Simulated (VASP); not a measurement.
# Ge (I4_1/amd) in VASP: a series of runs

Ge is run at these levels: PBE; tasks: single point.

All numbers are computed with VASP 6.6.1; they aren't measurements. Logs are shortened: lines on timing, memory, paths and dates and some standing lists are left out, and cuts for length are marked.

## (1) The cell of the first run

The structure is tetragonal, space group I4_1/amd (No. 141). Conventional cell: a = 4.012 Å, b = 4.012 Å, c = 6.105 Å, α = 90.00°, β = 90.00°, γ = 90.00°. Ge (site symmetry -4m2) has 4 Ge at 2.52 Å within 3.3 Å.

## (2) Single point, PBE (uniaxial strain along c: +6.0 %)

The input, INCAR:

```
PREC = Accurate ; ENCUT = 520
EDIFF = 1E-7 ; ISMEAR = 0
SIGMA = 0.1 ; LREAL = False
LASPH = True ; NELM = 100
ALGO = Normal ; ISIF = 2
LWAVE = False ; LCHARG = True
GGA = PE ; LELF = True
LVHAR = True ; NBANDS = 36
```

The input, KPOINTS:

```
regular mesh
0
Gamma
  14 14 10
```

The input, POSCAR:

```
Ge
1.0
    2.8366186201      2.8366186201      0.0000000000
   -2.8366186201      2.8366186201      0.0000000000
    0.0000000000      0.0000000000      6.1052096188
Ge
4
Direct
    0.5000000000      0.5000000000      0.5000000000
    0.5000000000      0.0000000000      0.2500000000
    0.0000000000      0.0000000000      0.0000000000
    0.0000000000      0.5000000000      0.7500000000
```

Potentials or basis: VASP PAW PBE potentials, release 64 (Ge_d).

Launch:

```
> cat potpaw_PBE.64/Ge_d/POTCAR > POTCAR
> mpirun -np 1 vasp_std > vasp.out
```

OUTCAR:

```text
PREC = Accurate
   ENCUT = 520
   EDIFF = 1E-7
   ISMEAR = 0
   LREAL = False
   LASPH = True
   NELM = 100
   ISIF = 2
   GGA = PE

 ion  position               nearest neighbor table
   1  0.500  0.500  0.500-   2 2.52   4 2.52   2 2.52   4 2.52
   2  0.500  0.000  0.250-   1 2.52   3 2.52   1 2.52   3 2.52
   3  0.000  0.000  0.000-   2 2.52   4 2.52   4 2.52   2 2.52
   4  0.000  0.500  0.750-   1 2.52   3 2.52   3 2.52   1 2.52

  LATTYP: Found a simple tetragonal cell.
 ALAT       =     4.0115845238
 C/A-ratio  =     1.5218947981

  Lattice vectors:

 A1 = (   2.8366186201,   2.8366186201,   0.0000000000)
 A2 = (  -2.8366186201,   2.8366186201,   0.0000000000)
 A3 = (   0.0000000000,   0.0000000000,   6.1052096188)

Analysis of symmetry for initial positions (statically):
=====================================================================
 Subroutine PRICEL returns following result:

  LATTYP: Found a body centered tetragonal cell.
 ALAT       =     4.0115845238
 C/A-ratio  =     1.5218947981

  Lattice vectors:

 A1 = (   2.8366186201,   0.0000000000,  -3.0526048094)
 A2 = (  -2.8366186201,   0.0000000000,  -3.0526048094)
 A3 = (   0.0000000000,   2.8366186201,   3.0526048094)

   2 primitive cells build up your supercell.

 Routine SETGRP: Setting up the symmetry group for a
 simple tetragonal supercell.

 Subroutine GETGRP returns: Found 16 space group operations
 (whereof  8 operations were pure point group operations)
 out of a pool of 16 trial point group operations.

The static configuration has the point symmetry D_2d.
 The point group associated with its full space group is D_4h.

Analysis of symmetry for dynamics (positions and initial velocities):
=====================================================================
 Subroutine PRICEL returns following result:

  LATTYP: Found a body centered tetragonal cell.
 ALAT       =     4.0115845238
 C/A-ratio  =     1.5218947981

  Lattice vectors:

 A1 = (   2.8366186201,   0.0000000000,  -3.0526048094)
 A2 = (  -2.8366186201,   0.0000000000,  -3.0526048094)
 A3 = (   0.0000000000,   2.8366186201,   3.0526048094)

   2 primitive cells build up your supercell.

 Routine SETGRP: Setting up the symmetry group for a
 simple tetragonal supercell.

 Subroutine GETGRP returns: Found 16 space group operations
 (whereof  8 operations were pure point group operations)
 out of a pool of 16 trial point group operations.

The dynamic configuration has the point symmetry D_2d.
 The point group associated with its full space group is D_4h.

 Subroutine INISYM returns: Found 16 space group operations
 (whereof  8 operations are pure point group operations),
 and found     2 'primitive' translations

----------------------------------------------------------------------------------------

                                     Primitive cell

  volume of cell :      49.1250

  direct lattice vectors                    reciprocal lattice vectors
     2.836618620  0.000000000 -3.052604809     0.176266205  0.176266205 -0.163794540
    -2.836618620  0.000000000 -3.052604809    -0.176266205  0.176266205 -0.163794540
     0.000000000  2.836618620  3.052604809     0.000000000  0.352532411  0.000000000

  length of vectors
     4.167109468  4.167109468  4.167109468     0.298275379  0.298275379  0.352532411

  position of ions in fractional coordinates (direct lattice)
     0.000000000  0.000000000  0.000000000
     0.250000000  0.750000000  0.500000000

  ion indices of the primitive-cell ions
   primitive index   ion index
                 1           1
                 2           2

----------------------------------------------------------------------------------------

 KPOINTS: regular mesh

Automatic generation of k-mesh.
 Grid dimensions read from file:
 generate k-points for:   14   14   10

 Generating k-lattice:

  Cartesian coordinates                     Fractional coordinates (reciprocal lattice)
     0.012590443  0.012590443  0.000000000     0.071428571  0.000000000  0.000000000
    -0.012590443  0.012590443  0.000000000     0.000000000  0.071428571  0.000000000
     0.000000000  0.000000000  0.016379454     0.000000000  0.000000000  0.100000000

  Length of vectors
     0.017805576  0.017805576  0.016379454

  Shift w.r.t. Gamma in fractional coordinates (k-lattice)
     0.000000000  0.000000000  0.000000000

 Subroutine IBZKPT returns following result:
 ===========================================

 Found    216 irreducible k-points:

 Following reciprocal coordinates:
            Coordinates               Weight
  0.000000  0.000000  0.000000      1.000000
  0.071429  0.000000  0.000000      4.000000
  0.142857  0.000000  0.000000      4.000000
  0.214286  0.000000  0.000000      4.000000
  0.285714  0.000000  0.000000      4.000000
  0.357143  0.000000  0.000000      4.000000
[... 16 lines left out ...]
  0.285714  0.214286  0.000000      8.000000
  0.357143  0.214286  0.000000      8.000000
 [... further k-points ...]
   k-points           NKPTS =    216   k-points in BZ     NKDIM =    216   number of bands    NBANDS=     36
   number of dos      NEDOS =    301   number of ions     NIONS =      4
   total plane-waves  NPLWV =  43200
   dimension x,y,z NGX =    30 NGY =   30 NGZ =   48
   dimension x,y,z NGXF=    60 NGYF=   60 NGZF=   96
   ions per type =               4
   NGX,Y,Z   is equivalent  to a cutoff of  12.43, 12.43, 13.07 a.u.
   NGXF,Y,Z  is equivalent  to a cutoff of  24.86, 24.86, 26.14 a.u.
 SYSTEM =  unknown system
   PREC   = accura    normal or accurate (medium, high low for compatibility)
   ISTART =      0    job   : 0-new  1-cont  2-samecut
   ICHARG =      2    charge: 1-file 2-atom 10-const
   ISPIN  =      1    spin polarized calculation?
   LNONCOLLINEAR =      F non collinear calculations
   LSORBIT =      F    spin-orbit coupling
   LASPH  =      T    aspherical Exc in radial PAW
   ENCUT  =  520.0 eV  38.22 Ry    6.18 a.u.   7.46  7.46 11.35*2*pi/ulx,y,z
   NELM   =    100;   NELMIN=  2; NELMDL= -5     # of ELM steps
   EDIFF  = 0.1E-06   stopping-criterion for ELM
   LREAL  =      F    real-space projection
   EDIFFG = 0.1E-05   stopping-criterion for IOM
   NSW    =      0    number of steps for IOM
   IBRION =     -1    ionic relax: 0-MD 1-quasi-New 2-CG
   NFREE  =      0    steps in history (QN), initial steepest desc. (CG)
   ISIF   =      2    stress and relaxation
   ISYM   =      2    0-nonsym 1-usesym 2-fastsym
   POTIM  = 0.5000    time-step for ionic-motion
   TEBEG  =    0.0;   TEEND  =   0.0 temperature during run
   PSTRESS=    0.0 pullay stress
   NELECT =      56.0000    total number of electrons
   NUPDOWN=      -1.0000    fix difference up-down
   EMIN   =  10.00;   EMAX   =-10.00  energy-range for DOS
   EFERMI =   0.00;   METHOD = LEGACY
   ISMEAR =     0;   SIGMA  =   0.10  broadening in eV -4-tet -1-fermi 0-gaus
   EFERMI_NEDOS =   21; number of points for ismear=-14 and -15
   IALGO  =     38    algorithm
   IMIX   =      4    mixing-type and parameters
     AMIX     =   0.40;   BMIX     =  1.00
     AMIX_MAG =   1.60;   BMIX_MAG =  1.00
  volume/ion in A,a.u.               =      24.56       165.76
  Fermi-wavevector in a.u.,A,eV,Ry     =   1.357355  2.565028 25.067534  1.842412
  Thomas-Fermi vector in A             =   2.484280
   LORBIT       =      0    0 simple, 1 ext, 2 COOP (PROOUT), +10 PAW based schemes
   GGA     = PE    functional components
   LHFCALC =     F    Hartree Fock is set to
   AEXX    =    0.0000 exact exchange contribution
   IVDW    =     0    specifies the selected vdW correction
   LEPSILON=     F    determine dielectric tensor
   LRPA    =     F    only Hartree local field effects (RPA)
 non-spin polarized calculation
 Gauss-broadening in eV      SIGMA  =   0.10
  energy-cutoff  :      520.00
  volume of cell :       98.25
 maximum number of plane-waves:      2683
 NGX is ok and might be reduce to    30
   NGX = 15   NGY = 15   NGZ = 23

 number of electron      55.9999921 magnetization

 Free energy of the ion-electron system (eV)
  ---------------------------------------------------
  ext. energy  EPLUGINS =         0.00000000
  ---------------------------------------------------
  free energy    TOTEN  =       -17.98497060 eV

  energy without entropy =      -17.98376955  energy(sigma->0) =      -17.98437007

 E-fermi :   4.2735     XC(G=0):  -9.5515

 val. band max:        4.2573863381   @ k =   0.0000   0.0000   0.1000
 cond. band min:       4.3188450224   @ k =   0.3571   0.0000   0.4000
 fundamental gap:      0.0614586843
 Fermi energy:         4.2735262274

 k-point     1 :       0.0000    0.0000    0.0000
  band No.  band energies     occupation
      1     -20.5229      2.00000
      2     -20.5229      2.00000
      3     -20.4893      2.00000
      4     -20.4893      2.00000
      5     -20.4779      2.00000
      6     -20.4559      2.00000
[... 28 lines left out ...]
     35      10.4735      0.00000
     36      12.7131      0.00000

 k-point     2 :       0.0714    0.0000    0.0000
  band No.  band energies     occupation
      1     -20.5242      2.00000
      2     -20.5229      2.00000
      3     -20.4914      2.00000
      4     -20.4885      2.00000
      5     -20.4787      2.00000
      6     -20.4546      2.00000
[... 28 lines left out ...]
     35      10.7013      0.00000
     36      12.7156      0.00000

 k-point     3 :       0.1429    0.0000    0.0000
  band No.  band energies     occupation
      1     -20.5268      2.00000
      2     -20.5229      2.00000
      3     -20.4964      2.00000
      4     -20.4860      2.00000
      5     -20.4809      2.00000
      6     -20.4540      2.00000
[... 28 lines left out ...]
     35      11.2723      0.00000
     36      11.9369      0.00000
[... 742 lines left out ...]
 k-point    23 :       0.2857    0.2143    0.0000
  band No.  band energies     occupation
      1     -20.5254      2.00000
      2     -20.5250      2.00000
      3     -20.5034      2.00000
      4     -20.4926      2.00000
      5     -20.4850      2.00000
      6     -20.4287      2.00000
[... 28 lines left out ...]
     35       9.8441      0.00000
     36      10.0754      0.00000

 k-point    24 :       0.3571    0.2143    0.0000
  band No.  band energies     occupation
      1     -20.5231      2.00000
      2     -20.5220      2.00000
      3     -20.5086      2.00000
      4     -20.4976      2.00000
      5     -20.4761      2.00000
      6     -20.4350      2.00000
[... 28 lines left out ...]
     35      10.0143      0.00000
     36      11.0703      0.00000

 [... further k-points ...]

------------------------ aborting loop because EDIFF is reached ----------------------------------------

  FORCE on cell =-STRESS in cart. coord.  units (eV):
  Direction    XX          YY          ZZ          XY          YZ          ZX
  --------------------------------------------------------------------------------------
  -------------------------------------------------------------------------------------
  Total        0.1540423      0.1540423     -3.0595844      0.0000000      0.0000000      0.0000000
  in kB        2.5119908      2.5119908    -49.8931060      0.0000000      0.0000000      0.0000000
  external PRESSURE =     -14.9563748 kB  Pullay stress =       0.0000000 kB

 VOLUME and BASIS-vectors are now :
 -----------------------------------------------------------------------------
  energy-cutoff  :      520.00
  volume of cell :       98.25
      direct lattice vectors                 reciprocal lattice vectors
     2.836618620  2.836618620  0.000000000     0.176266205  0.176266205  0.000000000
    -2.836618620  2.836618620  0.000000000    -0.176266205  0.176266205  0.000000000
     0.000000000  0.000000000  6.105209619     0.000000000  0.000000000  0.163794540

 POSITION                                       TOTAL-FORCE (eV/Angst)
 -----------------------------------------------------------------------------------
      0.00000      2.83662      3.05260        -0.000000     -0.000000      0.000000
      1.41831      1.41831      1.52630         0.000000      0.000000     -0.000000
      0.00000      0.00000      0.00000        -0.000000     -0.000000      0.000000
     -1.41831      1.41831      4.57891         0.000000      0.000000      0.000000
 -----------------------------------------------------------------------------------
    total drift:                               -0.000000      0.000000      0.000000

  FREE ENERGIE OF THE ION-ELECTRON SYSTEM (eV)
  ---------------------------------------------------
  free  energy   TOTEN  =       -17.9849705995 eV

  energy  without entropy=      -17.9837695505  energy(sigma->0) =      -17.98437007
```

Run time: 5.2 min. Hardware: 1 thread of Intel Xeon Platinum 8488C (Sapphire Rapids), shared host; peak memory 0.59 GiB.

What came out:

| Property | Result |
| --- | --- |
| Free energy | -17.9850 eV |
| Pressure | -1.5 GPa |
| Band gap on the k mesh | zero (bands 28 and 29 overlap by 0.33 eV) |

Caveat: the cell differs from its parent crystal (uniaxial strain along c: +6.0 %); semilocal functionals underestimate gaps, so a narrow gap can read as zero.

[end of part 1 of 2]
